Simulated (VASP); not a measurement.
Crystal: Be2C3.

```
Be C
1.0
     3.01788    0.00000    0.00000
    -1.50894    2.61356    0.00000
     0.00000    0.00000    4.69533
Be C
2 3
Direct
  0.33333 0.66667 0.24500
  0.66667 0.33333 0.75500
  0.00000 0.00000 0.00000
  0.33333 0.66667 0.64500
  0.66667 0.33333 0.35500
```

- Program: VASP 6.6.1
- Task: relaxation of cell and atoms
- Functional: r2SCAN
- Potentials or basis: VASP PAW PBE potentials, release 64 (Be, C)
- Cutoff: 600 eV
- k mesh: 6 × 6 × 4
- Occupations: gaussian, width 0.1 eV
- Spin: no spin polarisation

At the start: pressure -2.6 GPa; volume 7.41 Å³/atom.

Q: How do energy, volume and symmetry change on relaxing?

A: Over 20 steps the energy falls by 1439.7 meV/atom and the volume is 7.23 Å³/atom (-2.3 %); space group P-3m1 (No. 164, to 0.1 Å) before and after.

Step by step:
```csv
step,energy change (eV),largest force (eV/Å),pressure (GPa),volume (Å³)
1,0.0000,1.3860,-2.56,37.03
2,-0.3024,1.6901,-3.87,36.40
3,-1.4422,3.6209,-5.95,34.55
4,-3.2973,3.7267,17.10,31.03
5,-3.3548,3.6189,18.37,30.97
6,-3.4910,3.3356,22.69,30.79
7,-3.5944,3.2677,33.00,30.42
8,-3.7848,3.2438,30.78,30.68
9,-4.3178,3.0963,24.65,31.44
10,-5.1966,2.8531,14.51,32.97
11,-5.9131,2.9173,0.81,36.07
12,-6.2599,2.2237,-1.07,36.35
13,-6.8250,1.0987,-5.36,36.94
14,-6.9731,1.4407,-13.11,37.99
15,-7.1293,0.0617,-10.08,37.53
16,-7.1338,0.2976,-10.59,37.61
17,-7.1946,0.2617,-0.60,36.25
18,-7.1947,0.2637,-1.02,36.30
19,-7.1981,0.0865,-0.33,36.21
20,-7.1986,0.0026,0.00,36.17
```

Final structure:
```
Be C
1.0
     2.64987    0.00000    0.00000
    -1.32494    2.29486    0.00000
     0.00000    0.00000    5.94750
Be C
2 3
Direct
  0.33333 0.66667 0.12408
  0.66667 0.33333 0.87592
  0.00000 0.00000 0.00000
  0.33333 0.66667 0.48998
  0.66667 0.33333 0.51002
```

Caveat: the k points lie up to 0.46 Å⁻¹ apart in the final cell, too coarse for converged energies and pressures of a metal; a cell axis changed by over 15 % at a fixed basis, so the end point is rough; the PAW data sets were made with another functional, which shifts forces and pressure a little.
